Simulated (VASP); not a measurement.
# In (C2/m) in VASP: single point with BLYP

Aim: the single point of In with BLYP.

Program: VASP 6.6.1. These are calculated values, not measurements. Logs are shortened: lines on timing, memory, paths and dates and some standing lists are left out, and cuts for length are marked.

### Step 1. The cell of the first run

Symmetry: C2/m, No. 12, monoclinic system. Conventional cell: a = 4.827 Å, b = 4.820 Å, c = 3.568 Å, α = 90.00°, β = 131.51°, γ = 90.00°. Within 4.5 Å of In (site symmetry 2/m) lie 12 In at 3.41 to 3.63 Å.

### Step 2. Single point, BLYP

File INCAR:

```
SYSTEM = In
PREC = Accurate
ENCUT = 520
EDIFF = 1E-6
ISMEAR = -1
SIGMA = 0.1
LREAL = .FALSE.
LASPH = .TRUE.
NELM = 100
ALGO = Normal
ISIF = 2
LWAVE = .FALSE.
LCHARG = .FALSE.
GGA = B5
ALDAX = 1.0
AGGAX = 1.0
AGGAC = 1.0
ALDAC = 0.0
NBANDS = 12
```

File KPOINTS:

```
Automatic mesh
0
G
  18 18 21
  0 0 0
```

File POSCAR:

```
In
1.0
   -1.6871635781      1.7212098341      2.6724747020
    1.7212098341     -1.6871635781      2.6724747020
    1.6895833568      1.6895833568     -2.6501028834
In
1
Direct
    0.0000000000      0.0000000000      0.0000000000
```

Potentials or basis: VASP PAW PBE potentials, release 64 (In_d).

Run with:

```bash
> cat potpaw_PBE.64/In_d/POTCAR > POTCAR
> mpirun -np 1 vasp_std > vasp.out
```

OUTCAR:

```text
SYSTEM = In
   PREC = Accurate
   ENCUT = 520
   EDIFF = 1E-6
   ISMEAR = -1
   LREAL = .FALSE.
   LASPH = .TRUE.
   NELM = 100
   ISIF = 2
   GGA = B5

 ion  position               nearest neighbor table
   1  0.000  0.000  0.000-

  Warning from LATTYP: Got some problem with cell dimensions!
  Tried to take original basis but could not verify dimensions!
  LATTYP: Found a base centered monoclinic cell.
 ALAT       =     4.8272194424
 B/A-ratio  =     0.9985392135
 C/A-ratio  =     0.7391942701
 COS(beta)  =    -0.6627235240

  Lattice vectors:

 A1 = (  -0.0024197787,  -3.4107931909,  -0.0223718186)
 A2 = (  -3.4107931909,  -0.0024197787,  -0.0223718186)
 A3 = (   1.6895833568,   1.6895833568,  -2.6501028834)

Analysis of symmetry for initial positions (statically):
=====================================================================
 Subroutine PRICEL returns:
 Original cell was already a primitive cell.

 Routine SETGRP: Setting up the symmetry group for a
 base centered monoclinic supercell.

 Subroutine GETGRP returns: Found  4 space group operations
 (whereof  4 operations were pure point group operations)
 out of a pool of  4 trial point group operations.

The static configuration has the point symmetry C_2h.

Analysis of symmetry for dynamics (positions and initial velocities):
=====================================================================
 Subroutine PRICEL returns:
 Original cell was already a primitive cell.

 Routine SETGRP: Setting up the symmetry group for a
 base centered monoclinic supercell.

 Subroutine GETGRP returns: Found  4 space group operations
 (whereof  4 operations were pure point group operations)
 out of a pool of  4 trial point group operations.

The dynamic configuration has the point symmetry C_2h.

 Subroutine INISYM returns: Found  4 space group operations
 (whereof  4 operations are pure point group operations),
 and found     1 'primitive' translations

----------------------------------------------------------------------------------------

                                     Primitive cell

  volume of cell :      31.0876

  direct lattice vectors                    reciprocal lattice vectors
    -1.687163578  1.721209834  2.672474702    -0.001422163  0.291972920  0.185241760
     1.721209834 -1.687163578  2.672474702     0.291972920 -0.001422163  0.185241760
     1.689583357  1.689583357 -2.650102883     0.293003547  0.293003547 -0.003732748

  length of vectors
     3.598778302  3.598778302  3.568252952     0.345781315  0.345781315  0.414386403

  position of ions in fractional coordinates (direct lattice)
     0.000000000  0.000000000  0.000000000

  ion indices of the primitive-cell ions
   primitive index   ion index
                 1           1

----------------------------------------------------------------------------------------

 KPOINTS: Automatic mesh

Automatic generation of k-mesh.
 Grid dimensions read from file:
 generate k-points for:   18   18   21

 Generating k-lattice:

  Cartesian coordinates                     Fractional coordinates (reciprocal lattice)
    -0.000079009  0.016220718  0.010291209     0.055555556  0.000000000  0.000000000
     0.016220718 -0.000079009  0.010291209     0.000000000  0.055555556  0.000000000
     0.013952550  0.013952550 -0.000177750     0.000000000  0.000000000  0.047619048

  Length of vectors
     0.019210073  0.019210073  0.019732686

  Shift w.r.t. Gamma in fractional coordinates (k-lattice)
     0.000000000  0.000000000  0.000000000

 Subroutine IBZKPT returns following result:
 ===========================================

 Found   1801 irreducible k-points:

 Following reciprocal coordinates:
            Coordinates               Weight
  0.000000  0.000000  0.000000      1.000000
  0.055556 -0.000000  0.000000      4.000000
  0.111111 -0.000000  0.000000      4.000000
  0.166667  0.000000 -0.000000      4.000000
  0.222222  0.000000 -0.000000      4.000000
  0.277778  0.000000  0.000000      4.000000
[... 16 lines left out ...]
 -0.277778  0.055556  0.000000      4.000000
 -0.222222  0.055556  0.000000      4.000000
 [... further k-points ...]
   k-points           NKPTS =   1801   k-points in BZ     NKDIM =   1801   number of bands    NBANDS=     12
   number of dos      NEDOS =    301   number of ions     NIONS =      1
   total plane-waves  NPLWV =  21952
   dimension x,y,z NGX =    28 NGY =   28 NGZ =   28
   dimension x,y,z NGXF=    56 NGYF=   56 NGZF=   56
   ions per type =               1
   NGX,Y,Z   is equivalent  to a cutoff of  12.93, 12.93, 13.05 a.u.
   NGXF,Y,Z  is equivalent  to a cutoff of  25.87, 25.87, 26.09 a.u.
 SYSTEM =  In
   PREC   = accura    normal or accurate (medium, high low for compatibility)
   ISTART =      0    job   : 0-new  1-cont  2-samecut
   ICHARG =      2    charge: 1-file 2-atom 10-const
   ISPIN  =      1    spin polarized calculation?
   LNONCOLLINEAR =      F non collinear calculations
   LSORBIT =      F    spin-orbit coupling
   LASPH  =      T    aspherical Exc in radial PAW
   ENCUT  =  520.0 eV  38.22 Ry    6.18 a.u.   6.69  6.69  6.63*2*pi/ulx,y,z
   NELM   =    100;   NELMIN=  2; NELMDL= -5     # of ELM steps
   EDIFF  = 0.1E-05   stopping-criterion for ELM
   LREAL  =      F    real-space projection
   EDIFFG = 0.1E-04   stopping-criterion for IOM
   NSW    =      0    number of steps for IOM
   IBRION =     -1    ionic relax: 0-MD 1-quasi-New 2-CG
   NFREE  =      0    steps in history (QN), initial steepest desc. (CG)
   ISIF   =      2    stress and relaxation
   ISYM   =      2    0-nonsym 1-usesym 2-fastsym
   POTIM  = 0.5000    time-step for ionic-motion
   TEBEG  =    0.0;   TEEND  =   0.0 temperature during run
   PSTRESS=    0.0 pullay stress
   NELECT =      13.0000    total number of electrons
   NUPDOWN=      -1.0000    fix difference up-down
   EMIN   =  10.00;   EMAX   =-10.00  energy-range for DOS
   EFERMI =   0.00;   METHOD = LEGACY
   ISMEAR =    -1;   SIGMA  =   0.10  broadening in eV -4-tet -1-fermi 0-gaus
   EFERMI_NEDOS =   21; number of points for ismear=-14 and -15
   IALGO  =     38    algorithm
   IMIX   =      4    mixing-type and parameters
     AMIX     =   0.40;   BMIX     =  1.00
     AMIX_MAG =   1.60;   BMIX_MAG =  1.00
  volume/ion in A,a.u.               =      31.09       209.79
  Fermi-wavevector in a.u.,A,eV,Ry     =   1.224221  2.313443 20.391298  1.498718
  Thomas-Fermi vector in A             =   2.359304
   LORBIT       =      0    0 simple, 1 ext, 2 COOP (PROOUT), +10 PAW based schemes
   GGA     = B5    functional components
   LHFCALC =     F    Hartree Fock is set to
   AEXX    =    0.0000 exact exchange contribution
   IVDW    =     0    specifies the selected vdW correction
   LEPSILON=     F    determine dielectric tensor
   LRPA    =     F    only Hartree local field effects (RPA)
 non-spin polarized calculation
  energy-cutoff  :      520.00
  volume of cell :       31.09
 maximum number of plane-waves:       850
   NGX = 13   NGY = 13   NGZ = 13

 number of electron      13.0000000 magnetization

 Free energy of the ion-electron system (eV)
  ---------------------------------------------------
  ext. energy  EPLUGINS =         0.00000000
  ---------------------------------------------------
  free energy    TOTEN  =        -1.87129268 eV

  energy without entropy =       -1.85305756  energy(sigma->0) =       -1.86217512

 E-fermi :   6.1608     XC(G=0):  -8.8790

 val. band max:        6.1510154039   @ k =   0.2778   0.1667   0.0952
 cond. band min:       6.1624566678   @ k =   0.1111   0.1111   0.3333
 fundamental gap:      0.0114412639
 Fermi energy:         6.1608252884

 k-point     1 :       0.0000    0.0000    0.0000
  band No.  band energies     occupation
      1      -8.4425      2.00000
      2      -8.3470      2.00000
      3      -8.3454      2.00000
      4      -8.3228      2.00000
      5      -8.2253      2.00000
      6      -2.2832      2.00000
      7      14.8317      0.00000
      8      14.9818      0.00000
      9      15.1831      0.00000
     10      17.7620      0.00000
     11      18.7040      0.00000
     12      19.1174      0.00000

 k-point     2 :       0.0556   -0.0000    0.0000
  band No.  band energies     occupation
      1      -8.4386      2.00000
      2      -8.3476      2.00000
      3      -8.3430      2.00000
      4      -8.3211      2.00000
      5      -8.2267      2.00000
      6      -2.2253      2.00000
      7      14.2111      0.00000
      8      14.8594      0.00000
      9      15.0658      0.00000
     10      17.4517      0.00000
     11      19.0119      0.00000
     12      19.3383      0.00000

 k-point     3 :       0.1111   -0.0000    0.0000
  band No.  band energies     occupation
      1      -8.4286      2.00000
      2      -8.3513      2.00000
      3      -8.3355      2.00000
      4      -8.3141      2.00000
      5      -8.2303      2.00000
      6      -2.0512      2.00000
      7      12.7827      0.00000
      8      14.5884      0.00000
      9      14.8542      0.00000
     10      17.2036      0.00000
     11      18.8499      0.00000
     12      19.5588      0.00000

 k-point     4 :       0.1667    0.0000   -0.0000
  band No.  band energies     occupation
      1      -8.4168      2.00000
      2      -8.3585      2.00000
      3      -8.3259      2.00000
      4      -8.2985      2.00000
      5      -8.2340      2.00000
      6      -1.7600      2.00000
      7      11.1714      0.00000
      8      14.1526      0.00000
      9      14.6772      0.00000
     10      17.0464      0.00000
     11      18.3154      0.00000
     12      20.0791      0.00000

 k-point     5 :       0.2222    0.0000   -0.0000
  band No.  band energies     occupation
      1      -8.4078      2.00000
      2      -8.3684      2.00000
      3      -8.3187      2.00000
      4      -8.2733      2.00000
      5      -8.2340      2.00000
      6      -1.3512      2.00000
      7       9.5661      0.00000
      8      13.6852      0.00000
      9      14.5201      0.00000
     10      16.9223      0.00000
     11      17.8490      0.00000
     12      20.4194      0.00000
[... 228 lines left out ...]
      1      -8.3981      2.00000
      2      -8.3919      2.00000
      3      -8.3263      2.00000
      4      -8.2190      2.00000
      5      -8.1809      2.00000
      6       0.3852      2.00000
      7       5.6763      1.98439
      8      12.4004      0.00000
      9      14.0219      0.00000
     10      16.5781      0.00000
     11      17.3517      0.00000
     12      18.9651      0.00000

 k-point    22 :      -0.3333    0.0556    0.0000
  band No.  band energies     occupation
      1      -8.3913      2.00000
      2      -8.3895      2.00000
      3      -8.3202      2.00000
      4      -8.2353      2.00000
      5      -8.2062      2.00000
      6      -0.3232      2.00000
      7       7.0249      0.00035
      8      12.6506      0.00000
      9      14.1852      0.00000
     10      16.7723      0.00000
     11      17.7140      0.00000
     12      18.9432      0.00000

 k-point    23 :      -0.2778    0.0556    0.0000
  band No.  band energies     occupation
      1      -8.3925      2.00000
      2      -8.3795      2.00000
      3      -8.3167      2.00000
      4      -8.2549      2.00000
      5      -8.2301      2.00000
      6      -0.9301      2.00000
      7       8.4908      0.00000
      8      12.9900      0.00000
      9      14.3549      0.00000
     10      16.9394      0.00000
     11      18.1518      0.00000
     12      19.1184      0.00000

 k-point    24 :      -0.2222    0.0556    0.0000
  band No.  band energies     occupation
      1      -8.3971      2.00000
      2      -8.3698      2.00000
      3      -8.3195      2.00000
      4      -8.2793      2.00000
      5      -8.2405      2.00000
      6      -1.4234      2.00000
      7      10.0461      0.00000
      8      13.4026      0.00000
      9      14.5243      0.00000
     10      16.9778      0.00000
     11      18.6184      0.00000
     12      19.5254      0.00000

 [... further k-points ...]

------------------------ aborting loop because EDIFF is reached ----------------------------------------

  FORCE on cell =-STRESS in cart. coord.  units (eV):
  Direction    XX          YY          ZZ          XY          YZ          ZX
  --------------------------------------------------------------------------------------
  -------------------------------------------------------------------------------------
  Total       -0.0041463     -0.0041463     -0.0153828     -0.0063166     -0.0010993     -0.0010994
  in kB       -0.2136877     -0.2136877     -0.7927905     -0.3255429     -0.0566566     -0.0566578
  external PRESSURE =      -0.4067220 kB  Pullay stress =       0.0000000 kB

 VOLUME and BASIS-vectors are now :
 -----------------------------------------------------------------------------
  energy-cutoff  :      520.00
  volume of cell :       31.09
      direct lattice vectors                 reciprocal lattice vectors
    -1.687163578  1.721209834  2.672474702    -0.001422163  0.291972920  0.185241760
     1.721209834 -1.687163578  2.672474702     0.291972920 -0.001422163  0.185241760
     1.689583357  1.689583357 -2.650102883     0.293003547  0.293003547 -0.003732748

 POSITION                                       TOTAL-FORCE (eV/Angst)
 -----------------------------------------------------------------------------------
      0.00000      0.00000      0.00000         0.000000     -0.000000      0.000000
 -----------------------------------------------------------------------------------
    total drift:                               -0.000000     -0.000000     -0.000000

  FREE ENERGIE OF THE ION-ELECTRON SYSTEM (eV)
  ---------------------------------------------------
  free  energy   TOTEN  =        -1.8712926786 eV

  energy  without entropy=       -1.8530575604  energy(sigma->0) =       -1.86217512
```

Wall time 7 min (1 thread of Intel Xeon Platinum 8488C (Sapphire Rapids), shared host); peak memory 0.69 GiB.

What came out:

```
Free energy            : -1.8713 eV
Pressure               : 0.0 GPa
Band gap on the k mesh : zero (an odd number of electrons rules out a gap without spin polarisation)
```

Caveat: the PAW data sets were made with another functional, which shifts forces and pressure a little; spin-orbit coupling is left out, which moves the levels of the heavy elements.
